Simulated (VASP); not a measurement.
Here is a VASP 6.6.1 calculation.

File INCAR:

```
PREC = Accurate
ENCUT = 600
EDIFF = 1E-6
ISMEAR = -1
SIGMA = 0.1
LREAL = False
LASPH = True
NELM = 60
ALGO = Normal
ISIF = 3
LWAVE = False
LCHARG = False
GGA = CA
IBRION = 2
NSW = 100
EDIFFG = -0.002
```

KPOINTS

```
Automatic mesh
0
Gamma
  14 14 14
```

The input POSCAR:

```
Mo
1.0
   -1.5734150000      1.5734150000      1.5734150000
    1.5734150000     -1.5734150000      1.5734150000
    1.5734150000      1.5734150000     -1.5734150000
Mo
1
Direct
    0.0000000000      0.0000000000      0.0000000000
```

Potentials or basis: VASP PAW LDA potentials, release 64 (Mo_sv).

Run with:

```sh
$ cat potpaw_LDA.64/Mo_sv/POTCAR > POTCAR
$ mpirun -np 1 vasp_std > vasp.out
```

Question: What does it give for the relaxed volume?

Answer: 15.15 Å³/atom.

Question: What does it give for the space group after relaxing (to 0.05 Å)?

Answer: Im-3m (No. 229).

Question: Predict the relaxed cell.

Answer: a = 2.700 Å, b = 2.700 Å, c = 2.700 Å, α = 109.47°, β = 109.47°, γ = 109.47°.

Question: Predict the band gap on the k mesh.

Answer: Zero (band 7 reaches 17.17 eV, above the bottom of band 8 at 11.54 eV).

Step by step:
```tsv
step	energy change (eV)	largest force (eV/Å)	pressure (GPa)	volume (Å³)
1	0.0000	0.0000	-7.70	15.58
2	0.0874	0.0000	28.13	13.95
3	-0.0106	0.0000	-0.28	15.16
4	-0.0106	0.0000	-0.03	15.15
5	-0.0106	0.0000	0.11	15.14
6	-0.0106	0.0000	-0.23	15.16
7	-0.0106	0.0000	0.02	15.15
```

LDA usually gives volumes a few per cent too small. Zero-point motion and thermal expansion aren't in these numbers.
